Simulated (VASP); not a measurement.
# BaTe (Fm-3m) in VASP: further runs

The runs below take BaTe through single point, with HSE06, PBE0.

Everything below comes from runs of VASP 6.6.1. Logs are shortened: lines on timing, memory, paths and dates and some standing lists are left out, and cuts for length are marked.

## 1. The cell of the first run

Symmetry: Fm-3m, No. 225, cubic system. The conventional cell has a = 7.067 Å, b = 7.067 Å, c = 7.067 Å, α = 90.00°, β = 90.00°, γ = 90.00°. Within 4.6 Å of Ba (site symmetry m-3m) lie 6 Te at 3.53 Å. Within 4.6 Å of Te (site symmetry m-3m) lie 6 Ba at 3.53 Å.

## 2. Single point, HSE06

The input, POSCAR:

```
BaTe
1.0
    0.0000000000      3.5333946272      3.5333946272
    3.5333946272      0.0000000000      3.5333946272
    3.5333946272      3.5333946272      0.0000000000
Ba Te
1 1
Direct
    0.0000000000      0.0000000000      0.0000000000
    0.5000000000      0.5000000000      0.5000000000
```

The input, INCAR.step1:

```
ALGO = Normal ; EDIFF = 1E-5
ENCUT = 520 ; GGA = PE
ISIF = 2 ; ISMEAR = 0
LASPH = T ; LREAL = F
LWAVE = T ; NBANDS = 15
NELM = 80 ; PREC = Accurate
SIGMA = 0.01
```

The input, INCAR.step2:

```
ALGO = Normal ; EDIFF = 1E-7
ENCUT = 520 ; GGA = PE
HFSCREEN = 0.2079 ; ISIF = 2
ISMEAR = 0 ; ISTART = 1
LASPH = T ; LCHARG = T
LELF = T ; LHFCALC = T
LREAL = F ; LVHAR = T
LWAVE = F ; NBANDS = 15
NELM = 80 ; PREC = Accurate
PRECFOCK = Normal ; SIGMA = 0.01
```

The input, KPOINTS:

```
k-points
0
Gamma
  4 4 4
```

Potentials or basis: VASP PAW PBE potentials, release 64 (Ba_sv, Te).

Run with:

```
$ cat potpaw_PBE.64/Ba_sv/POTCAR potpaw_PBE.64/Te/POTCAR > POTCAR
$ cp INCAR.step1 INCAR
$ mpirun -np 1 vasp_std > vasp.out
$ cp INCAR.step2 INCAR
$ mpirun -np 1 vasp_std > vasp.out
```

OUTCAR:

```text
EDIFF = 1E-7
   ENCUT = 520
   GGA = PE
   HFSCREEN = 0.2079
   ISIF = 2
   ISMEAR = 0
   ISTART = 1
   LASPH = T
   LHFCALC = T
   LREAL = F
   NELM = 80
   PREC = Accurate
   PRECFOCK = Normal

 ion  position               nearest neighbor table
   1  0.000  0.000  0.000-   2 3.53   2 3.53   2 3.53   2 3.53   2 3.53   2 3.53
   2  0.500  0.500  0.500-   1 3.53   1 3.53   1 3.53   1 3.53   1 3.53   1 3.53

  LATTYP: Found a face centered cubic cell.
 ALAT       =     7.0667892544

  Lattice vectors:

 A1 = (   0.0000000000,   3.5333946272,   3.5333946272)
 A2 = (   3.5333946272,   0.0000000000,   3.5333946272)
 A3 = (   3.5333946272,   3.5333946272,   0.0000000000)

Analysis of symmetry for initial positions (statically):
=====================================================================
 Subroutine PRICEL returns:
 Original cell was already a primitive cell.

 Routine SETGRP: Setting up the symmetry group for a
 face centered cubic supercell.

 Subroutine GETGRP returns: Found 48 space group operations
 (whereof 48 operations were pure point group operations)
 out of a pool of 48 trial point group operations.

The static configuration has the point symmetry O_h .

Analysis of symmetry for dynamics (positions and initial velocities):
=====================================================================
 Subroutine PRICEL returns:
 Original cell was already a primitive cell.

 Routine SETGRP: Setting up the symmetry group for a
 face centered cubic supercell.

 Subroutine GETGRP returns: Found 48 space group operations
 (whereof 48 operations were pure point group operations)
 out of a pool of 48 trial point group operations.

The dynamic configuration has the point symmetry O_h .

 Subroutine INISYM returns: Found 48 space group operations
 (whereof 48 operations are pure point group operations),
 and found     1 'primitive' translations

----------------------------------------------------------------------------------------

                                     Primitive cell

  volume of cell :      88.2280

  direct lattice vectors                    reciprocal lattice vectors
     0.000000000  3.533394627  3.533394627    -0.141506979  0.141506979  0.141506979
     3.533394627  0.000000000  3.533394627     0.141506979 -0.141506979  0.141506979
     3.533394627  3.533394627  0.000000000     0.141506979  0.141506979 -0.141506979

  length of vectors
     4.996974603  4.996974603  4.996974603     0.245097278  0.245097278  0.245097278

  position of ions in fractional coordinates (direct lattice)
     0.000000000  0.000000000  0.000000000
     0.500000000  0.500000000  0.500000000

  ion indices of the primitive-cell ions
   primitive index   ion index
                 1           1
                 2           2

----------------------------------------------------------------------------------------

 KPOINTS: k-points

Automatic generation of k-mesh.
 Grid dimensions read from file:
 generate k-points for:    4    4    4

 Generating k-lattice:

  Cartesian coordinates                     Fractional coordinates (reciprocal lattice)
    -0.035376745  0.035376745  0.035376745     0.250000000  0.000000000  0.000000000
     0.035376745 -0.035376745  0.035376745     0.000000000  0.250000000  0.000000000
     0.035376745  0.035376745 -0.035376745     0.000000000  0.000000000  0.250000000

  Length of vectors
     0.061274319  0.061274319  0.061274319

  Shift w.r.t. Gamma in fractional coordinates (k-lattice)
     0.000000000  0.000000000  0.000000000

 Subroutine IBZKPT returns following result:
 ===========================================

 Found      8 irreducible k-points:

 Following reciprocal coordinates:
            Coordinates               Weight
  0.000000  0.000000  0.000000      1.000000
  0.250000  0.000000  0.000000      8.000000
  0.500000  0.000000  0.000000      4.000000
  0.250000  0.250000  0.000000      6.000000
  0.500000  0.250000  0.000000     24.000000
 -0.250000  0.250000  0.000000     12.000000
  0.500000  0.500000  0.000000      3.000000
 -0.250000  0.500000  0.250000      6.000000
   k-points           NKPTS =      8   k-points in BZ     NKDIM =     64   number of bands    NBANDS=     15
   number of dos      NEDOS =    301   number of ions     NIONS =      2
   total plane-waves  NPLWV =  64000
   dimension x,y,z NGX =    40 NGY =   40 NGZ =   40
   dimension x,y,z NGXF=    80 NGYF=   80 NGZF=   80
   ions per type =               1   1
   NGX,Y,Z   is equivalent  to a cutoff of  13.31, 13.31, 13.31 a.u.
   NGXF,Y,Z  is equivalent  to a cutoff of  26.62, 26.62, 26.62 a.u.
 SYSTEM =  unknown system
   PREC   = accura    normal or accurate (medium, high low for compatibility)
   ISTART =      1    job   : 0-new  1-cont  2-samecut
   ICHARG =      0    charge: 1-file 2-atom 10-const
   ISPIN  =      1    spin polarized calculation?
   LNONCOLLINEAR =      F non collinear calculations
   LSORBIT =      F    spin-orbit coupling
   LASPH  =      T    aspherical Exc in radial PAW
   ENCUT  =  520.0 eV  38.22 Ry    6.18 a.u.   9.29  9.29  9.29*2*pi/ulx,y,z
   NELM   =     80;   NELMIN=  2; NELMDL=  0     # of ELM steps
   EDIFF  = 0.1E-06   stopping-criterion for ELM
   LREAL  =      F    real-space projection
   EDIFFG = 0.1E-05   stopping-criterion for IOM
   NSW    =      0    number of steps for IOM
   IBRION =     -1    ionic relax: 0-MD 1-quasi-New 2-CG
   NFREE  =      0    steps in history (QN), initial steepest desc. (CG)
   ISIF   =      2    stress and relaxation
   ISYM   =      3    0-nonsym 1-usesym 2-fastsym
   POTIM  = 0.5000    time-step for ionic-motion
   TEBEG  =    0.0;   TEEND  =   0.0 temperature during run
   PSTRESS=    0.0 pullay stress
   NELECT =      16.0000    total number of electrons
   NUPDOWN=      -1.0000    fix difference up-down
   EMIN   =  10.00;   EMAX   =-10.00  energy-range for DOS
   EFERMI =   0.00;   METHOD = LEGACY
   ISMEAR =     0;   SIGMA  =   0.01  broadening in eV -4-tet -1-fermi 0-gaus
   EFERMI_NEDOS =   21; number of points for ismear=-14 and -15
   IALGO  =     38    algorithm
   IMIX   =      1    mixing-type and parameters
     AMIX     =   0.40;   BMIX     =  1.00
     AMIX_MAG =   1.60;   BMIX_MAG =  1.00
  volume/ion in A,a.u.               =      44.11       297.70
  Fermi-wavevector in a.u.,A,eV,Ry     =   0.926643  1.751102 11.682890  0.858668
  Thomas-Fermi vector in A             =   2.052628
   LORBIT       =      0    0 simple, 1 ext, 2 COOP (PROOUT), +10 PAW based schemes
   GGA     = PE    functional components
   LHFCALC =     T    Hartree Fock is set to
   PRECFOCK=normal    Normal, Fast or Accurate (Low or Medium for compatibility)
   ENCUT4O =  -1.0   cutoff for four orbital integrals eV
   NKREDX  =     1    reduce k-point grid by
   NKREDY  =     1    reduce k-point grid by
   NKREDZ  =     1    reduce k-point grid by
   AEXX    =    0.2500 exact exchange contribution
   HFSCREEN=    0.2079 screening length (either q_TF or 0.3 A-1)
   HFSCREENC=   0.2079 screening length for correlation (either q_TF or 0.3 A-1)
   ENCUTFOCK=  -1.0 apply spherical cutoff to Coloumb kernel
   IVDW    =     0    specifies the selected vdW correction
   LEPSILON=     F    determine dielectric tensor
   LRPA    =     F    only Hartree local field effects (RPA)
 non-spin polarized calculation
 Gauss-broadening in eV      SIGMA  =   0.01
  energy-cutoff  :      520.00
  volume of cell :       88.23
 maximum number of plane-waves:      2421
 NGX is ok and might be reduce to    40
  NGX = 28; NGY = 28; NGZ = 28

 number of electron      16.0000000 magnetization

 Free energy of the ion-electron system (eV)
  ---------------------------------------------------
  ext. energy  EPLUGINS =         0.00000000
  ---------------------------------------------------
  free energy    TOTEN  =        -9.80063456 eV

  energy without entropy =       -9.80063456  energy(sigma->0) =       -9.80063456

 E-fermi :   1.6778     XC(G=0):  -6.8250

 val. band max:        1.5873519450   @ k =   0.0000   0.0000   0.0000
 cond. band min:       3.8862672100   @ k =   0.5000   0.5000   0.0000
 fundamental gap:      2.2989152651
 Fermi energy:         1.6778015691

 k-point     1 :       0.0000    0.0000    0.0000
  band No.  band energies     occupation
      1     -27.4143      2.00000
      2     -11.5013      2.00000
      3     -11.5013      2.00000
      4     -11.5013      2.00000
      5      -8.7377      2.00000
      6       1.5874      2.00000
      7       1.5874      2.00000
      8       1.5874      2.00000
      9       5.1256      0.00000
     10       5.3750      0.00000
     11       5.3750      0.00000
     12       5.3750      0.00000
     13       5.9729      0.00000
     14       5.9729      0.00000
     15       9.4165      0.00000

 k-point     2 :       0.2500    0.0000    0.0000
  band No.  band energies     occupation
      1     -27.4079      2.00000
      2     -11.7357      2.00000
      3     -11.5051      2.00000
      4     -11.5051      2.00000
      5      -8.3393      2.00000
      6       0.1974      2.00000
      7       0.9303      2.00000
      8       0.9303      2.00000
      9       5.4982      0.00000
     10       6.1195      0.00000
     11       6.1195      0.00000
     12       7.1136      0.00000
     13       7.5188      0.00000
     14       7.5188      0.00000
     15      10.7630      0.00000

 k-point     3 :       0.5000    0.0000    0.0000
  band No.  band energies     occupation
      1     -27.4014      2.00000
      2     -11.9303      2.00000
      3     -11.5088      2.00000
      4     -11.5088      2.00000
      5      -7.9607      2.00000
      6      -0.7343      2.00000
      7       0.4570      2.00000
      8       0.4570      2.00000
      9       6.4617      0.00000
     10       7.2647      0.00000
     11       7.4560      0.00000
     12       7.4560      0.00000
     13       9.3506      0.00000
     14       9.3506      0.00000
     15      10.0327      0.00000

 k-point     4 :       0.2500    0.2500    0.0000
  band No.  band energies     occupation
      1     -27.4057      2.00000
      2     -11.6806      2.00000
      3     -11.5425      2.00000
      4     -11.5425      2.00000
      5      -8.4025      2.00000
      6       0.0224      2.00000
      7       1.2663      2.00000
      8       1.2663      2.00000
      9       4.4717      0.00000
     10       6.0724      0.00000
     11       6.3838      0.00000
     12       7.0694      0.00000
     13       7.0694      0.00000
     14       9.5923      0.00000
     15      10.9788      0.00000

 k-point     5 :       0.5000    0.2500    0.0000
  band No.  band energies     occupation
      1     -27.3993      2.00000
      2     -11.7922      2.00000
      3     -11.5857      2.00000
      4     -11.5471      2.00000
      5      -8.2250      2.00000
      6      -0.0874      2.00000
      7       0.5477      2.00000
      8       0.7832      2.00000
      9       5.0705      0.00000
     10       7.4154      0.00000
     11       7.7876      0.00000
     12       7.8843      0.00000
     13       7.9420      0.00000
     14       8.6903      0.00000
     15       9.8827      0.00000

 k-point     6 :      -0.2500    0.2500    0.0000
  band No.  band energies     occupation
      1     -27.4014      2.00000
      2     -11.8051      2.00000
      3     -11.5944      2.00000
      4     -11.5097      2.00000
      5      -8.1482      2.00000
      6      -0.3175      2.00000
      7       0.5236      2.00000
      8       0.7855      2.00000
      9       6.2230      0.00000
     10       6.5830      0.00000
     11       6.6616      0.00000
     12       7.2442      0.00000
     13       8.1937      0.00000
     14       9.9988      0.00000
     15      10.9869      0.00000

 k-point     7 :       0.5000    0.5000    0.0000
  band No.  band energies     occupation
      1     -27.3971      2.00000
      2     -11.7100      2.00000
      3     -11.5847      2.00000
      4     -11.5847      2.00000
      5      -8.5001      2.00000
      6       0.3365      2.00000
      7       1.1588      2.00000
      8       1.1588      2.00000
      9       3.8863      0.00000
     10       6.9084      0.00000
     11       6.9607      0.00000
     12       8.0591      0.00000
     13       8.3307      0.00000
     14       8.3307      0.00000
     15      10.2569      0.00000

 k-point     8 :      -0.2500    0.5000    0.2500
  band No.  band energies     occupation
      1     -27.3971      2.00000
      2     -11.6533      2.00000
      3     -11.6471      2.00000
      4     -11.6471      2.00000
      5      -8.2901      2.00000
      6       0.2738      2.00000
      7       0.5781      2.00000
      8       0.5781      2.00000
      9       5.9391      0.00000
     10       5.9391      0.00000
     11       7.2381      0.00000
     12       7.5905      0.00000
     13       8.3446      0.00000
     14      10.5776      0.00000
     15      10.6600      0.00000

------------------------ aborting loop because EDIFF is reached ----------------------------------------

  FORCE on cell =-STRESS in cart. coord.  units (eV):
  Direction    XX          YY          ZZ          XY          YZ          ZX
  --------------------------------------------------------------------------------------
  -------------------------------------------------------------------------------------
  Total       -0.0224112     -0.0224112     -0.0224112     -0.0000000     -0.0000000      0.0000000
  in kB       -0.4069773     -0.4069773     -0.4069773     -0.0000000     -0.0000000      0.0000000
  external PRESSURE =      -0.4069773 kB  Pullay stress =       0.0000000 kB

 VOLUME and BASIS-vectors are now :
 -----------------------------------------------------------------------------
  energy-cutoff  :      520.00
  volume of cell :       88.23
      direct lattice vectors                 reciprocal lattice vectors
     0.000000000  3.533394627  3.533394627    -0.141506979  0.141506979  0.141506979
     3.533394627  0.000000000  3.533394627     0.141506979 -0.141506979  0.141506979
     3.533394627  3.533394627  0.000000000     0.141506979  0.141506979 -0.141506979

 POSITION                                       TOTAL-FORCE (eV/Angst)
 -----------------------------------------------------------------------------------
      0.00000      0.00000      0.00000         0.000000     -0.000000      0.000000
      3.53339      3.53339      3.53339        -0.000000      0.000000     -0.000000
 -----------------------------------------------------------------------------------
    total drift:                                0.000000      0.000000      0.000000

  FREE ENERGIE OF THE ION-ELECTRON SYSTEM (eV)
  ---------------------------------------------------
  free  energy   TOTEN  =        -9.8006345603 eV

  energy  without entropy=       -9.8006345603  energy(sigma->0) =       -9.80063456
```

Run time: 6.9 min. Hardware: 1 thread of Intel Xeon Platinum 8559C (Emerald Rapids), shared host; peak memory 0.35 GiB.

What came out:

| Quantity | Value |
| --- | --- |
| Free energy | -9.8006 eV |
| Pressure | 0.0 GPa |
| Band gap on the k mesh | 2.30 eV (least direct gap 2.73 eV) |

Caveat: the PAW data sets were made with another functional, which shifts forces and pressure a little; spin-orbit coupling is left out, which moves the levels of the heavy elements. A k mesh can miss the band edges.

(Continued in part 2 of 2.)
